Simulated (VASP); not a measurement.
Input of a VASP 6.6.1 run:

The input INCAR:

```
SYSTEM = ScAu3
PREC = Accurate
ENCUT = 520
EDIFF = 1E-6
ISMEAR = 0
SIGMA = 0.05
LREAL = .False.
LASPH = .True.
NELM = 80
ALGO = Normal
ISIF = 2
LWAVE = .False.
LCHARG = .False.
NBANDS = 30
```

File KPOINTS:

```
regular mesh
0
Gamma
  11 11 11
  0 0 0
```

POSCAR

```
ScAu3
1.0
    0.0000000000      3.2488505045      3.2488505045
    3.2488505045      0.0000000000      3.2488505045
    3.2488505045      3.2488505045      0.0000000000
Sc Au
1 3
Direct
    0.0000000000      0.0000000000      0.0000000000
    0.2500000000      0.2500000000      0.2500000000
    0.7500000000      0.7500000000      0.7500000000
    0.5000000000      0.5000000000      0.5000000000
```

Potentials or basis: VASP PAW LDA potentials, release 64 (Sc_sv, Au).

The run is started by

```sh
$ cat potpaw_LDA.64/Sc_sv/POTCAR potpaw_LDA.64/Au/POTCAR > POTCAR
$ mpirun -np 1 vasp_std > vasp.out
```

Question: Estimate the band gap on the k mesh.

Answer: Zero (band 22 reaches 9.87 eV, above the bottom of band 23 at 7.64 eV).

Question: Predict the pressure.

Answer: 0.5 GPa.

Caveat: spin-orbit coupling is left out, which moves the levels of the heavy elements.
